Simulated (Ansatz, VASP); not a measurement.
**BN in VASP and in Ansatz**

```
CELL_PARAMETERS angstrom
2.51563 0.00000 0.00000
-1.25782 2.17860 0.00000
0.00000 0.00000 4.22685
ATOMIC_POSITIONS crystal
B 0.66667 0.33333 0.99972
B 0.33333 0.66667 0.49972
N 0.66667 0.33333 0.62528
N 0.33333 0.66667 0.12528
```

Change from the starting cell: strain -0.0150 x Voigt [1, 1, 0, 0, 0, 0], atoms carried along.

Alike in both runs: task single point; functional PBE; k mesh 12 × 12 × 6; occupations gaussian, width 0.05 eV; no spin polarisation.

|  | VASP | Ansatz |
| --- | --- | --- |
| version | VASP 6.6.1 | Ansatz 0.2.0 |
| potentials or method | VASP PAW PBE potentials, release 64 (B, N), cutoff 520 eV | scalar-relativistic, plane waves, PAW |
| valence electrons in the cell | 16 | 16 |

|  | VASP | Ansatz | Ansatz less VASP |
| --- | --- | --- | --- |
| gap on the k mesh at the Fermi level (eV) | 5.09 | 5.11 | +0.016 |
| least direct gap on the mesh (eV) | 8.20 | 8.21 | +0.004 |
| pressure (GPa) | 12.2 | 11.9 | -0.33 |
| traceless stress, the component that is largest in VASP (GPa) | -10.72 | -10.60 | +0.113 |
| rms of the force components (eV/Å) | 0.019 | 0.016 | -0.0031 |

Atom by atom the forces differ by 0.003 eV/Å (rms over components). With one functional, cell and mesh, what is left measures potentials, basis and numerics.
